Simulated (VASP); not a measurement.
A run of VASP 6.6.1 is set up as follows.

File POSCAR:

```
AlRu
1.0
    2.8893384037      0.0000000000      0.0000000000
    0.0000000000      2.8893384037      0.0000000000
    0.0000000000      0.0000000000      2.8893384037
Al Ru
1 1
Direct
    0.0000000000      0.0000000000      0.0000000000
    0.5000000000      0.5000000000      0.5000000000
```

The input INCAR.step1:

```
SYSTEM = AlRu
  PREC = Accurate
  ENCUT = 600
  ISMEAR = 0
  SIGMA = 0.1
  LREAL = .FALSE.
  LASPH = .TRUE.
  NELM = 100
  GGA = PE
  ALGO = Normal
  EDIFF = 1E-4
  LWAVE = .TRUE.
  LCHARG = .FALSE.
```

File INCAR.step2:

```
SYSTEM = AlRu
  PREC = Accurate
  ENCUT = 600
  EDIFF = 1E-7
  ISMEAR = 0
  SIGMA = 0.1
  LREAL = .FALSE.
  LASPH = .TRUE.
  NELM = 100
  ALGO = Normal
  ISIF = 3
  LWAVE = .FALSE.
  LCHARG = .FALSE.
  METAGGA = R2SCAN
  LMIXTAU = .TRUE.
  IBRION = 2
  NSW = 70
  EDIFFG = -0.008
  PSTRESS = 250.0
  ISTART = 1
```

KPOINTS

```
regular mesh
0
G
  14 14 14
  0 0 0
```

Potentials or basis: VASP PAW PBE potentials, release 64 (Al, Ru_pv).

Command:

```sh
$ cat potpaw_PBE.64/Al/POTCAR potpaw_PBE.64/Ru_pv/POTCAR > POTCAR
$ cp INCAR.step1 INCAR
$ mpirun -np 1 vasp_std > vasp.out
$ cp INCAR.step2 INCAR
$ mpirun -np 1 vasp_std > vasp.out
```

Question: Predict the space group after relaxing (to 0.1 Å).

Answer: Pm-3m (No. 221).

Question: Estimate the relaxed volume.

Answer: 12.11 Å³/atom.

Question: Predict the relaxed cell.

Answer: a = 2.893 Å, b = 2.893 Å, c = 2.893 Å, α = 90.00°, β = 90.00°, γ = 90.00°.

Question: Estimate the band gap on the k mesh.

Answer: Zero (an odd number of electrons rules out a gap without spin polarisation).

Final structure:
```yaml
crystal:
  lattice:
    - [2.89311, 0.00000, 0.00000]
    - [0.00000, 2.89311, 0.00000]
    - [0.00000, 0.00000, 2.89311]
  atoms:
    - { symbol: Al, position: [0.00000, 0.00000, 0.00000] }
    - { symbol: Ru, position: [0.50000, 0.50000, 0.50000] }
```

Caveat: the cell is relaxed towards a set pressure, so the run minimises the enthalpy, not the energy; the PAW data sets were made with another functional, which shifts forces and pressure a little.
